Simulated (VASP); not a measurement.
Here is a VASP 6.6.1 calculation.

File INCAR:

```
ALGO = Normal
EDIFF = 1E-7
EDIFFG = -0.005
ENCUT = 600
GGA = PE
IBRION = 2
ISIF = 3
ISMEAR = 0
LASPH = T
LCHARG = F
LREAL = F
LWAVE = F
NELM = 80
NSW = 100
PREC = Accurate
SIGMA = 0.02
```

Contents of KPOINTS:

```
k-points
0
Gamma
  6 6 6
```

The input POSCAR:

```
Al2O3
1.0
    2.4025136104      1.3870918797      4.3720844159
   -2.4025136104      1.3870918797      4.3720844159
    0.0000000000     -2.7741837594      4.3720844159
Al O
4 6
Direct
    0.1479040000      0.1479040000      0.1479040000
    0.3520960000      0.3520960000      0.3520960000
    0.6479040000      0.6479040000      0.6479040000
    0.8520960000      0.8520960000      0.8520960000
    0.9438545000      0.5561455000      0.2500000000
    0.4438545000      0.7500000000      0.0561455000
    0.5561455000      0.2500000000      0.9438545000
    0.2500000000      0.9438545000      0.5561455000
    0.7500000000      0.0561455000      0.4438545000
    0.0561455000      0.4438545000      0.7500000000
```

Potentials or basis: VASP PAW PBE potentials, release 64 (Al, O).

The run is started by

```console
$ cat potpaw_PBE.64/Al/POTCAR potpaw_PBE.64/O/POTCAR > POTCAR
$ mpirun -np 1 vasp_std > vasp.out
```

Problem. What does it give for the band gap on the k mesh?

Solution. 5.87 eV, direct.

Forces on the atoms (eV/Å):
```
Al   0.000  0.000 -0.004
Al   0.000  0.000  0.004
Al   0.000  0.000 -0.004
Al   0.000  0.000  0.004
O    0.002  0.000  0.000
O    0.001  0.002  0.000
O   -0.001 -0.002  0.000
O   -0.001  0.002  0.000
O    0.001 -0.002  0.000
O   -0.002  0.000  0.000
```

A hybrid or GW would open this gap; PBE tends to underestimate it.
